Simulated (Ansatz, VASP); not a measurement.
Two plane-wave programs on Na2S

File INCAR:

```
ALGO     = Normal         # electronic algorithm
EDIFF    = 1E-6           # SCF threshold, eV
ENCUT    = 500            # plane-wave cutoff, eV
GGA      = PS             # functional
GGA_COMPAT= False        
ISIF     = 2              # what is computed and relaxed
ISMEAR   = 0              # smearing method
LASPH    = True           # aspherical terms in the spheres
LCHARG   = False          # write CHGCAR
LREAL    = False          # projectors in reciprocal space
LWAVE    = False          # write WAVECAR
NBANDS   = 17             # bands
NELM     = 120            # most SCF steps
PREC     = Accurate       # precision mode
SIGMA    = 0.01           # smearing width, eV
```

Contents of KPOINTS:

```
k-points
0
Gamma
  6 6 6
```

File POSCAR:

```
Na2S
1.0
    0.0000000000      3.2735000000      3.2735000000
    3.2735000000      0.0000000000      3.2735000000
    3.2735000000      3.2735000000      0.0000000000
Na S
2 1
Direct
    0.2500000000      0.2500000000      0.2500000000
    0.7500000000      0.7500000000      0.7500000000
    0.0000000000      0.0000000000      0.0000000000
```

Input for Ansatz:

```yaml
crystal:
  lattice:
    - [0.0, 3.2735, 3.2735]
    - [3.2735, 0.0, 3.2735]
    - [3.2735, 3.2735, 0.0]
  atoms:
    - { symbol: Na, position: [0.25, 0.25, 0.25] }
    - { symbol: Na, position: [0.75, 0.75, 0.75] }
    - { symbol: S, position: [0.0, 0.0, 0.0] }
kpoints:
  mp_grid:
    grid: [6, 6, 6]
hamiltonian:
  xc: pbesol
scf:
  occupations:
    method: fixed
output:
  stress: true
```

Alike in both runs: task single point; functional PBEsol; k mesh 6 × 6 × 6; no spin polarisation.

```csv
,VASP,Ansatz
version,VASP 6.6.1,Ansatz 0.2.0
potentials or method,"VASP PAW PBE potentials, release 64 (Na_pv, S)","plane waves, PAW"
plane-wave cutoff (eV),500,420
occupations,"gaussian, width 0.01 eV",fixed
valence electrons in the cell,20,24
```

Ansatz gave:

```
pressure (GPa) : -0.6
```

Estimate VASP's values.

pressure (GPa): -0.5.

VASP's potentials were made for PBE, not for PBEsol. VASP's potentials hold 20 valence electrons a cell and Ansatz's 24, so a difference there can come from the potentials and not from the codes.
